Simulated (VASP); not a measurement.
## Sn2As3: single point with PBE

The system is Sn2As3.

```xyz
5
Lattice="5.0237 0.0000 0.0000 0.0000 3.8854 4.1959 0.0000 -3.8854 4.1959" Properties=species:S:1:pos:R:3 pbc="T T T"
Sn    0.0000    0.0000    3.9876
Sn    2.5119    0.0000    6.3498
As    2.5119   -1.7872    3.9944
As    2.5119    1.7872    3.9944
As    2.5119    0.0000    2.3160
```

The cell was built from a structure type or drawn by symmetry, and may not be a known phase.

| Item | Value |
| --- | --- |
| Program | VASP 6.6.1 |
| Task | single point |
| Functional | PBE |
| Potentials or basis | VASP PAW PBE potentials, release 64 (Sn_d, As) |
| Cutoff | 520 eV |
| k mesh | 4 × 4 × 4 |
| Occupations | gaussian, width 0.1 eV |
| Spin | no spin polarisation |

* Pressure: 0.1 GPa
* Largest force: 0.059 eV/Å
* Band gap on the k mesh: zero (an odd number of electrons rules out a gap without spin polarisation)

Forces on the atoms (eV/Å):
```
Sn   0.000  0.000  0.002
Sn   0.000  0.000 -0.012
As   0.000 -0.027  0.035
As   0.000  0.027  0.035
As   0.000  0.000 -0.059
```

Stress tensor (GPa, compression positive):
```
0.04 0.00 0.00
0.00 0.10 0.00
0.00 0.00 0.14
```

Levels at points of the mesh, in eV from the Fermi level:
```
           k point  band 18  band 19  band 20  band 21  band 22  band 23  band 24  band 25  band 26  band 27
(0.00, 0.00, 0.00)    -3.69    -2.76    -2.34    -0.85     0.00     1.27     1.46     2.46     2.95     3.03
(0.50, 0.00, 0.00)    -2.63    -2.59    -2.16    -2.10    -0.85     1.64     2.49     3.25     3.54     3.90
(0.00, 0.50, 0.00)    -3.46    -1.72    -1.58    -0.21     0.23     0.79     1.22     1.57     1.93     3.00
(0.50, 0.50, 0.00)    -3.35    -2.03    -1.76     0.19     0.21     0.53     1.74     2.88     2.93     3.48
(0.00, 0.50, 0.50)    -1.47    -1.21    -0.91    -0.36     0.16     0.33     0.72     0.91     1.15     1.42
(0.50, 0.50, 0.50)    -2.05    -1.60    -0.99    -0.62     0.78     1.10     1.24     1.49     2.13     2.35
```

Run time: 3.1 min on 1 thread of Intel Xeon 8259CL, with other jobs on the host, peak memory 0.34 GiB.

Caveat: spin-orbit coupling is left out, which moves the levels of the heavy elements.
